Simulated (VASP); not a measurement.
# GdN (P4/nmm) in VASP: further runs, part 2 of 2

VASP 6.6.1. Earlier steps stand in the parts before.

## (5) Single point, PBE+U, collinear spin (15.88 Å³/atom)

This run uses another cell than the first one, of 15.88 Å³/atom.

INCAR reads:

```
SYSTEM = GdN
ALGO = Normal ; EDIFF = 1E-6
ENCUT = 520 ; GGA = PE
ISIF = 2 ; ISMEAR = 0
ISPIN = 2 ; LASPH = .TRUE.
LCHARG = .TRUE. ; LDAU = .TRUE.
LDAUJ = 0 0 ; LDAUL = 3 -1
LDAUPRINT = 1 ; LDAUTYPE = 2
LDAUU = 6 0 ; LELF = .TRUE.
LMAXMIX = 6 ; LORBIT = 11
LREAL = .FALSE. ; LVHAR = .TRUE.
LWAVE = .FALSE. ; MAGMOM = 7.56 7.56 -0.11 -0.11
NBANDS = 35 ; NELM = 150
PREC = Accurate ; SIGMA = 0.05
```

KPOINTS reads:

```
k-points
0
G
  8 8 8
  0 0 0
```

POSCAR reads:

```
GdN
1.0
    4.2824969676      0.0000000000      0.0000000000
    0.0000000000      4.2824969676      0.0000000000
    0.0000000000      0.0000000000      3.4635580359
Gd N
2 2
Direct
    0.5000000000      0.0000000000      0.2609476544
    0.0000000000      0.5000000000      0.7390523456
    0.0000000000      0.0000000000      0.0000000000
    0.5000000000      0.5000000000      0.0000000000
```

Started as:

```
$ cat potpaw_PBE.64/Gd/POTCAR potpaw_PBE.64/N/POTCAR > POTCAR
$ mpirun -np 1 vasp_std > vasp.out
```

Run time: 16 min. Hardware: 1 thread of Intel Xeon Platinum 8259CL at 2.50GHz (Skylake/Cascade Lake), shared host; peak memory 0.39 GiB.

The run converged. Its results:

```yaml
Free_energy: -44.0116 eV
Pressure: 3.1 GPa
Largest_force: 0.047 eV/Å
Band_gap_on_the_k_mesh: 0.68 eV (least direct gap 0.94 eV)
Net_moment: 14.00 μB per cell
Site_moments: Gd +6.86; N -0.08 μB
Valence_electrons_inside_the_program's_atomic_spheres: Gd 15.29; N 3.66
```

Forces in eV/Å, atoms in the order of the input:
```
Gd   0.000  0.000  0.047
Gd   0.000  0.000 -0.047
N    0.000  0.000  0.000
N    0.000  0.000  0.000
```

Stress tensor (GPa, compression positive):
```
3.25 0.00 0.00
0.00 3.25 0.00
0.00 0.00 2.80
```

Levels at points of the mesh, in eV from the valence-band top:
Spin up:
```tsv
k point	band 26	band 27	band 28	band 29	band 30	band 31	band 32	band 33	band 34	band 35
(0.00, 0.00, 0.00)	-2.20	-2.20	-1.29	-0.26	-0.26	0.68	0.92	3.05	4.02	4.12
(0.50, 0.00, 0.00)	-2.94	-1.87	-1.87	-1.30	-1.30	1.18	1.18	3.03	3.03	3.20
(0.50, 0.50, 0.00)	-4.49	-1.77	-1.77	-0.34	-0.34	1.11	1.11	1.87	1.87	5.66
(0.00, 0.00, 0.50)	-3.50	-3.13	-3.13	-1.40	-1.40	3.34	3.48	4.29	4.29	6.06
(0.50, 0.00, 0.50)	-3.06	-3.01	-3.01	-1.98	-1.98	3.55	3.55	4.18	4.18	5.85
(0.50, 0.50, 0.50)	-2.90	-2.38	-2.38	-1.39	-1.39	2.28	2.28	3.10	3.10	4.50
```
Spin down:
```
           k point  band 12  band 13  band 14  band 15  band 16  band 17  band 18  band 19  band 20  band 21
(0.00, 0.00, 0.00)    -1.94    -1.94    -1.29    -0.53    -0.53     1.21     1.64     3.44     3.59     3.82
(0.50, 0.00, 0.00)    -2.88    -1.70    -1.70    -1.45    -1.45     1.70     1.70     3.35     3.35     3.43
(0.50, 0.50, 0.00)    -4.27    -1.80    -1.80    -0.76    -0.76     1.73     1.73     2.59     2.59     4.19
(0.00, 0.00, 0.50)    -3.43    -2.87    -2.87    -1.52    -1.52     3.43     3.48     4.20     4.24     4.37
(0.50, 0.00, 0.50)    -2.93    -2.85    -2.85    -2.01    -2.01     3.76     3.76     4.08     4.08     4.18
(0.50, 0.50, 0.50)    -2.78    -2.29    -2.29    -1.52    -1.52     2.77     2.77     3.31     3.31     4.15
```

Eigenvalues of the final occupation matrices:
```csv
site,spin,trace,eigenvalues
site 1 f,1,6.94,0.99 0.99 0.99 0.99 0.99 0.99 0.99
site 1 f,2,0.06,0.00 0.00 0.01 0.01 0.01 0.01 0.02
site 2 f,1,6.94,0.99 0.99 0.99 0.99 0.99 0.99 0.99
site 2 f,2,0.06,0.00 0.00 0.01 0.01 0.01 0.01 0.02
```

Caveat: the cell stands under pressure; semilocal functionals underestimate gaps, and a narrow one can read as zero; spin-orbit coupling is left out, which moves the levels of the heavy elements. A k mesh can miss the band edges.

## (6) Single point, PBE+U, collinear spin (18.48 Å³/atom)

This run uses another cell than the first one, of 18.48 Å³/atom.

INCAR reads:

```
SYSTEM = GdN
ALGO = Normal ; EDIFF = 1E-6
ENCUT = 520 ; GGA = PE
ISIF = 2 ; ISMEAR = 0
ISPIN = 2 ; LASPH = .TRUE.
LCHARG = .FALSE. ; LDAU = .TRUE.
LDAUJ = 0 0 ; LDAUL = 3 -1
LDAUPRINT = 1 ; LDAUTYPE = 2
LDAUU = 6 0 ; LMAXMIX = 6
LORBIT = 11 ; LREAL = .FALSE.
LWAVE = .FALSE. ; MAGMOM = 7.57 7.57 -0.12 -0.12
NBANDS = 35 ; NELM = 150
PREC = Accurate ; SIGMA = 0.05
```

KPOINTS is that of step 5.

POSCAR reads:

```
GdN
1.0
    4.3804600566      0.0000000000      0.0000000000
    0.0000000000      4.3804600566      0.0000000000
    0.0000000000      0.0000000000      3.8533461592
Gd N
2 2
Direct
    0.5000000000      0.0000000000      0.2159756455
    0.0000000000      0.5000000000      0.7840243545
    0.0000000000      0.0000000000      0.0000000000
    0.5000000000      0.5000000000      0.0000000000
```

Potentials or basis: VASP PAW PBE potentials, release 64 (Gd, N).

Started as:

```
$ cat potpaw_PBE.64/Gd/POTCAR potpaw_PBE.64/N/POTCAR > POTCAR
$ mpirun -np 1 vasp_std > vasp.out
```

It took 13 min on 1 thread of Intel Xeon Platinum 8259CL at 2.50GHz (Skylake/Cascade Lake), shared host; peak memory 0.44 GiB.

The run converged. Its results:

```
Free energy                                           : -43.9706 eV
Pressure                                              : -2.7 GPa
Largest force                                         : 0.045 eV/Å
Band gap on the k mesh                                : zero (filled and empty bands overlap)
Net moment                                            : 14.00 μB per cell
Site moments                                          : Gd +6.86; N -0.09 μB
Valence electrons inside the program's atomic spheres : Gd 15.24; N 3.64
```

Forces in eV/Å, atoms in the order of the input:
```
Gd   0.000  0.000  0.045
Gd   0.000  0.000 -0.045
N    0.000  0.000  0.000
N    0.000  0.000  0.000
```

Stress tensor (GPa, compression positive):
```
-2.64  0.00  0.00
 0.00 -2.64  0.00
 0.00  0.00 -2.93
```

Levels at points of the mesh, in eV from the Fermi level:
Spin up:
```
           k point  band 26  band 27  band 28  band 29  band 30  band 31  band 32  band 33  band 34  band 35
(0.00, 0.00, 0.00)    -2.16    -2.16    -1.52    -0.40    -0.40    -0.31     1.39     2.99     3.65     3.65
(0.50, 0.00, 0.00)    -2.70    -1.92    -1.92    -1.40    -1.40     0.59     0.59     3.24     3.26     3.31
(0.50, 0.50, 0.00)    -4.04    -1.79    -1.79    -0.51    -0.51     0.92     0.92     1.31     1.31     5.89
(0.00, 0.00, 0.50)    -2.76    -2.55    -2.55    -1.12    -1.12     2.61     3.60     3.60     4.04     4.21
(0.50, 0.00, 0.50)    -2.73    -2.55    -2.55    -2.12    -2.12     2.97     2.97     4.07     4.07     5.35
(0.50, 0.50, 0.50)    -3.11    -2.26    -2.26    -1.64    -1.64     2.27     2.27     2.95     2.95     4.54
```
Spin down:
| k point | band 12 | band 13 | band 14 | band 15 | band 16 | band 17 | band 18 | band 19 | band 20 | band 21 |
| --- | --- | --- | --- | --- | --- | --- | --- | --- | --- | --- |
| (0.00, 0.00, 0.00) | -1.90 | -1.90 | -1.51 | -0.66 | -0.66 | 0.12 | 2.09 | 3.39 | 3.67 | 3.85 |
| (0.50, 0.00, 0.00) | -2.64 | -1.75 | -1.75 | -1.55 | -1.55 | 1.01 | 1.01 | 3.47 | 3.47 | 3.55 |
| (0.50, 0.50, 0.00) | -3.85 | -1.83 | -1.83 | -0.87 | -0.87 | 1.41 | 1.41 | 1.90 | 1.90 | 4.24 |
| (0.00, 0.00, 0.50) | -2.73 | -2.29 | -2.29 | -1.26 | -1.26 | 3.06 | 3.87 | 3.88 | 4.03 | 4.03 |
| (0.50, 0.00, 0.50) | -2.67 | -2.35 | -2.35 | -2.15 | -2.15 | 3.29 | 3.29 | 3.90 | 3.90 | 4.03 |
| (0.50, 0.50, 0.50) | -2.98 | -2.20 | -2.20 | -1.71 | -1.71 | 2.64 | 2.64 | 3.06 | 3.06 | 4.12 |

Eigenvalues of the final occupation matrices:
```
    site  spin  trace                         eigenvalues
site 1 f     1   6.94  0.99 0.99 0.99 0.99 0.99 0.99 0.99
site 1 f     2   0.05  0.00 0.00 0.00 0.00 0.01 0.01 0.01
site 2 f     1   6.94  0.99 0.99 0.99 0.99 0.99 0.99 0.99
site 2 f     2   0.05  0.00 0.00 0.00 0.00 0.01 0.01 0.01
```

Caveat: spin-orbit coupling is left out, which moves the levels of the heavy elements.

## (7) Single point, PBE+U, collinear spin (17.98 Å³/atom)

This run uses another cell than the first one, of 17.98 Å³/atom.

INCAR reads:

```
SYSTEM = GdN
PREC = Accurate ; ENCUT = 520
EDIFF = 1E-6 ; ISMEAR = 0
SIGMA = 0.05 ; LREAL = .False.
LASPH = .True. ; NELM = 150
ALGO = Normal ; ISIF = 2
LWAVE = .False. ; LCHARG = .False.
ISPIN = 2 ; MAGMOM = 7.57 7.57 -0.12 -0.12
LORBIT = 11 ; LMAXMIX = 6
LDAU = .True. ; LDAUTYPE = 2
LDAUL = 3 -1 ; LDAUU = 6 0
LDAUJ = 0 0 ; LDAUPRINT = 1
GGA = PE ; NBANDS = 35
```

KPOINTS reads:

```
regular mesh
0
Gamma
  8 8 8
  0 0 0
```

POSCAR reads:

```
GdN
1.0
    4.3661825610      0.0000000000      0.0000000000
    0.0000000000      4.3661825610      0.0000000000
    0.0000000000      0.0000000000      3.7728087025
Gd N
2 2
Direct
    0.5000000000      0.0000000000      0.2238856289
    0.0000000000      0.5000000000      0.7761143711
    0.0000000000      0.0000000000      0.0000000000
    0.5000000000      0.5000000000      0.0000000000
```

Started as:

```
$ cat potpaw_PBE.64/Gd/POTCAR potpaw_PBE.64/N/POTCAR > POTCAR
$ mpirun -np 1 vasp_std > vasp.out
```

Run time: 7.9 min. Hardware: 1 thread of Intel Xeon Platinum 8259CL at 2.50GHz (Skylake/Cascade Lake), shared host; peak memory 0.41 GiB.

The run converged. Its results:

- Free energy: -44.0038 eV
- Pressure: -2.1 GPa
- Largest force: 0.043 eV/Å
- Band gap on the k mesh: zero (filled and empty bands overlap)
- Net moment: 14.00 μB per cell
- Site moments: Gd +6.86; N -0.09 μB
- Valence electrons inside the program's atomic spheres: Gd 15.25; N 3.64

Forces in eV/Å, atoms in the order of the input:
```
Gd   0.000  0.000  0.043
Gd   0.000  0.000 -0.043
N    0.000  0.000  0.000
N    0.000  0.000  0.000
```

Stress tensor (GPa, compression positive):
```
-2.00  0.00  0.00
 0.00 -2.00  0.00
 0.00  0.00 -2.28
```

Levels at points of the mesh, in eV from the Fermi level:
Spin up:
| k point | band 28 | band 29 | band 30 | band 31 | band 32 | band 33 |
| --- | --- | --- | --- | --- | --- | --- |
| (0.00, 0.00, 0.00) | -1.49 | -0.39 | -0.39 | -0.16 | 1.31 | 2.98 |
| (0.50, 0.00, 0.00) | -1.92 | -1.38 | -1.38 | 0.67 | 0.67 | 3.20 |
| (0.50, 0.50, 0.00) | -1.79 | -0.47 | -0.47 | 0.94 | 0.94 | 1.37 |
| (0.00, 0.00, 0.50) | -2.65 | -1.18 | -1.18 | 2.73 | 3.68 | 3.68 |
| (0.50, 0.00, 0.50) | -2.64 | -2.10 | -2.10 | 3.08 | 3.08 | 4.07 |
| (0.50, 0.50, 0.50) | -2.30 | -1.61 | -1.61 | 2.27 | 2.27 | 2.97 |
Spin down:
| k point | band 14 | band 15 | band 16 | band 17 | band 18 | band 19 |
| --- | --- | --- | --- | --- | --- | --- |
| (0.00, 0.00, 0.00) | -1.48 | -0.65 | -0.65 | 0.28 | 2.02 | 3.38 |
| (0.50, 0.00, 0.00) | -1.75 | -1.53 | -1.53 | 1.11 | 1.11 | 3.43 |
| (0.50, 0.50, 0.00) | -1.83 | -0.85 | -0.85 | 1.45 | 1.45 | 1.99 |
| (0.00, 0.00, 0.50) | -2.39 | -1.31 | -1.31 | 3.13 | 3.81 | 3.92 |
| (0.50, 0.00, 0.50) | -2.44 | -2.13 | -2.13 | 3.40 | 3.40 | 3.91 |
| (0.50, 0.50, 0.50) | -2.23 | -1.69 | -1.69 | 2.66 | 2.66 | 3.09 |

Eigenvalues of the final occupation matrices:
```tsv
site	spin	trace	eigenvalues
site 1 f	1	6.94	0.99 0.99 0.99 0.99 0.99 0.99 0.99
site 1 f	2	0.05	0.00 0.00 0.00 0.00 0.01 0.01 0.01
site 2 f	1	6.94	0.99 0.99 0.99 0.99 0.99 0.99 0.99
site 2 f	2	0.05	0.00 0.00 0.00 0.00 0.01 0.01 0.01
```

Caveat: spin-orbit coupling is left out, which moves the levels of the heavy elements.

## (8) Overview

```tsv
cell	gap on the mesh (eV)	pressure (GPa)	moment (μB)	largest force (eV/Å)
a = 4.309, b = 4.309, c = 3.547 Å, 4 atoms, atomic positions A	0.43	1.3	14.00	0.06
a = 4.325, b = 4.325, c = 3.594 Å, 4 atoms, atomic positions B	0.29	0.2	14.00	0.05
a = 4.350, b = 4.350, c = 3.695 Å, 4 atoms, atomic positions C	0.04	-1.3	14.00	0.05
a = 4.282, b = 4.282, c = 3.464 Å, 4 atoms, atomic positions D	0.68	3.1	14.00	0.05
a = 4.380, b = 4.380, c = 3.853 Å, 4 atoms, atomic positions E	none	-2.7	14.00	0.05
a = 4.366, b = 4.366, c = 3.773 Å, 4 atoms, atomic positions F	none	-2.1	14.00	0.04
```

Alike in all rows: task single point; level PBE+U; potentials or basis VASP PAW PBE potentials, release 64 (Gd, N); spin collinear; Gd f U = 6.0 eV; k mesh 8 × 8 × 8; cutoff (eV) 520; smearing gaussian 0.05 eV.

Caveats: spin-orbit coupling is left out, which moves the levels of the heavy elements; semilocal functionals underestimate gaps, and a narrow one can read as zero (at least some runs); the smearing spreads over this small gap (at least some runs); the cell stands under pressure (at least some runs).

Absolute energies hang on the potentials; compare differences alone.
